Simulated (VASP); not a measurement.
# AlRu in VASP: further runs, part 2 of 2

VASP 6.6.1. Earlier steps stand in the parts before.

## 3. Relaxation of the atoms, PBE (volume scaled by 1.02)

Contents of INCAR:

```
SYSTEM = AlRu
PREC     = Accurate       ! precision mode
ENCUT    = 520            ! plane-wave cutoff, eV
EDIFF    = 1E-7           ! SCF threshold, eV
ISMEAR   = -1             ! smearing method
SIGMA    = 0.05           ! smearing width, eV
LREAL    = .FALSE.        ! projectors in reciprocal space
LASPH    = .TRUE.         ! aspherical terms in the spheres
NELM     = 100            ! most SCF steps
ALGO     = Normal         ! electronic algorithm
ISIF     = 2              ! what is computed and relaxed
LWAVE    = .FALSE.        ! write WAVECAR
LCHARG   = .FALSE.        ! write CHGCAR
GGA      = PE             ! functional
IBRION   = 2              ! ionic algorithm
NSW      = 80             ! ionic steps
EDIFFG   = -0.02          ! ionic threshold
```

Contents of KPOINTS:

```
regular mesh
0
G
  16 16 16
  0 0 0
```

Contents of POSCAR:

```
AlRu
1.0
    3.0114124979      0.0000000000      0.0000000000
    0.0000000000      3.0114124979      0.0000000000
    0.0000000000      0.0000000000      3.0114124979
Al Ru
1 1
Direct
    0.0000000000      0.0000000000      0.0000000000
    0.5000000000      0.5000000000      0.5000000000
```

Potentials or basis: VASP PAW PBE potentials, release 64 (Al, Ru_pv).

Started as:

```console
$ cat potpaw_PBE.64/Al/POTCAR potpaw_PBE.64/Ru_pv/POTCAR > POTCAR
$ mpirun -np 1 vasp_std > vasp.out
```

Run time: 44 s. Hardware: 1 thread of Oxide Virtual Turin-like, shared host; peak memory 0.15 GiB.

The run converged. Its results:

| Item | Value |
| --- | --- |
| Free energy | -14.2637 eV |
| Pressure after relaxing | -1.5 GPa |

Final structure:
```
Al Ru
1.0
     3.01141    0.00000    0.00000
     0.00000    3.01141    0.00000
     0.00000    0.00000    3.01141
Al Ru
1 1
Cartesian
  0.0000 0.0000 0.0000
  1.5057 1.5057 1.5057
```

Levels at points of the mesh, in eV from the Fermi level:
```tsv
k point	band 6	band 7	band 8	band 9	band 10	band 11	band 12
(0.00, 0.00, 0.00)	-3.47	0.16	0.16	0.16	5.97	5.97	5.97
(0.50, 0.00, 0.00)	-2.70	-1.58	-1.58	0.40	2.20	7.44	10.91
(0.50, 0.50, 0.00)	-1.37	-1.37	-1.14	-1.14	1.47	5.17	6.02
(0.50, 0.50, 0.50)	-4.54	1.56	1.56	2.44	4.07	4.07	4.07
```

Caveat: the relaxation stopped at its first step, so nothing moved.

## 4. Relaxation of the atoms, PBE (volume scaled by 1.04)

Contents of INCAR:

```
SYSTEM = AlRu
PREC = Accurate
ENCUT = 520
EDIFF = 1E-7
ISMEAR = -1
SIGMA = 0.05
LREAL = .False.
LASPH = .True.
NELM = 80
ALGO = Normal
ISIF = 2
LWAVE = .False.
LCHARG = .False.
GGA = PE
IBRION = 2
NSW = 80
EDIFFG = -0.02
```

Contents of KPOINTS:

```
Automatic mesh
0
Gamma
  16 16 16
  0 0 0
```

Contents of POSCAR:

```
AlRu
1.0
    3.0309676725      0.0000000000      0.0000000000
    0.0000000000      3.0309676725      0.0000000000
    0.0000000000      0.0000000000      3.0309676725
Al Ru
1 1
Direct
    0.0000000000      0.0000000000      0.0000000000
    0.5000000000      0.5000000000      0.5000000000
```

Potentials or basis: VASP PAW PBE potentials, release 64 (Al, Ru_pv).

Started as:

```console
$ cat potpaw_PBE.64/Al/POTCAR potpaw_PBE.64/Ru_pv/POTCAR > POTCAR
$ mpirun -np 1 vasp_std > vasp.out
```

OUTCAR:

```text
SYSTEM = AlRu
   PREC = Accurate
   ENCUT = 520
   EDIFF = 1E-7
   ISMEAR = -1
   LREAL = .False.
   LASPH = .True.
   NELM = 80
   ISIF = 2
   GGA = PE
   IBRION = 2
   NSW = 80
   EDIFFG = -0.02

 ion  position               nearest neighbor table
   1  0.000  0.000  0.000-   2 2.62   2 2.62   2 2.62   2 2.62   2 2.62   2 2.62   2 2.62   2 2.62

   2  0.500  0.500  0.500-   1 2.62   1 2.62   1 2.62   1 2.62   1 2.62   1 2.62   1 2.62   1 2.62

  LATTYP: Found a simple cubic cell.
 ALAT       =     3.0309676725

  Lattice vectors:

 A1 = (   3.0309676725,   0.0000000000,   0.0000000000)
 A2 = (   0.0000000000,   3.0309676725,   0.0000000000)
 A3 = (   0.0000000000,   0.0000000000,   3.0309676725)

Analysis of symmetry for initial positions (statically):
=====================================================================
 Subroutine PRICEL returns:
 Original cell was already a primitive cell.

 Routine SETGRP: Setting up the symmetry group for a
 simple cubic supercell.

 Subroutine GETGRP returns: Found 48 space group operations
 (whereof 48 operations were pure point group operations)
[... 169 lines left out ...]
 fundamental gap:      0.0087951721
 Fermi energy:        10.1871738100

 k-point     1 :       0.0000    0.0000    0.0000
  band No.  band energies     occupation
      1     -31.5829      2.00000
      2     -31.5829      2.00000
      3     -31.5829      2.00000
      4       0.7266      2.00000
      5       6.8147      2.00000
      6       6.8147      2.00000
      7      10.3394      0.09092
      8      10.3394      0.09092
      9      10.3394      0.09092
     10      16.0640      0.00000
     11      16.0640      0.00000
     12      16.0640      0.00000
[... 331 lines left out ...]
 k-point    24 :       0.5000    0.1250    0.0000
  band No.  band energies     occupation
      1     -31.7595      2.00000
      2     -31.5932      2.00000
      3     -31.5653      2.00000
      4       4.7159      2.00000
      5       4.8394      2.00000
      6       7.7241      2.00000
      7       8.6159      2.00000
      8       8.7102      2.00000
      9      10.3082      0.16333
     10      12.2988      0.00000
     11      17.6866      0.00000
     12      19.5741      0.00000

 [... further k-points ...]
[... 5 lines left out ...]
  --------------------------------------------------------------------------------------
  -------------------------------------------------------------------------------------
  Total       -0.8994811     -0.8994811     -0.8994811     -0.0000000      0.0000000     -0.0000000
  in kB      -51.7557643    -51.7557643    -51.7557643     -0.0000000      0.0000000     -0.0000000
  external PRESSURE =     -51.7557643 kB  Pullay stress =       0.0000000 kB

 VOLUME and BASIS-vectors are now :
 -----------------------------------------------------------------------------
  energy-cutoff  :      520.00
  volume of cell :       27.84
      direct lattice vectors                 reciprocal lattice vectors
     3.030967673  0.000000000  0.000000000     0.329927636  0.000000000  0.000000000
     0.000000000  3.030967673  0.000000000     0.000000000  0.329927636  0.000000000
     0.000000000  0.000000000  3.030967673     0.000000000  0.000000000  0.329927636

 POSITION                                       TOTAL-FORCE (eV/Angst)
 -----------------------------------------------------------------------------------
      0.00000      0.00000      0.00000         0.000000      0.000000      0.000000
      1.51548      1.51548      1.51548         0.000000      0.000000      0.000000
 -----------------------------------------------------------------------------------
    total drift:                                0.000000     -0.000000     -0.000000

  FREE ENERGIE OF THE ION-ELECTRON SYSTEM (eV)
  ---------------------------------------------------
  free  energy   TOTEN  =       -14.2526586633 eV

  energy  without entropy=      -14.2379385780  energy(sigma->0) =      -14.24529862

 reached required accuracy - stopping structural energy minimisation
```

CONTCAR:

```text
AlRu
   1.00000000000000
     3.0309676725000001    0.0000000000000000    0.0000000000000000
     0.0000000000000000    3.0309676725000001    0.0000000000000000
     0.0000000000000000    0.0000000000000000    3.0309676725000001
  Al              Ru
     1     1
Direct
     0.0000000000000000    0.0000000000000000    0.0000000000000000
     0.5000000000000000    0.5000000000000000    0.5000000000000000

  0.00000000E+00  0.00000000E+00  0.00000000E+00
  0.00000000E+00  0.00000000E+00  0.00000000E+00
```

It took 37 s on 1 thread of Oxide Virtual Turin-like, shared host; peak memory 0.15 GiB.

Results:

* Free energy: -14.2527 eV
* Pressure after relaxing: -5.2 GPa

Final structure:
```
CELL_PARAMETERS angstrom
3.03097 0.00000 0.00000
0.00000 3.03097 0.00000
0.00000 0.00000 3.03097
ATOMIC_POSITIONS crystal
Al 0.00000 0.00000 0.00000
Ru 0.50000 0.50000 0.50000
```

Caveat: the relaxation stopped at its first step, so nothing moved.

## 5. The runs side by side

| task | cell | gap on the mesh (eV) | pressure (GPa) |
| --- | --- | --- | --- |
| single point | a = 2.992, b = 2.992, c = 3.022 Å, 2 atoms | none | 0.5 |
| relaxation of the atoms | atoms relaxed from a = 3.011 Å, 2 atoms | none | -1.5 |
| relaxation of the atoms | atoms relaxed from a = 3.031 Å, 2 atoms | none | -5.2 |

Alike in all rows: level PBE; potentials or basis VASP PAW PBE potentials, release 64 (Al, Ru_pv); no spin polarisation; k mesh 16 × 16 × 16; cutoff (eV) 520; smearing fermi-dirac 0.05 eV.

Caveats: the relaxation stopped at its first step, so nothing moved (some runs).

Absolute energies hang on the potentials; compare differences alone.
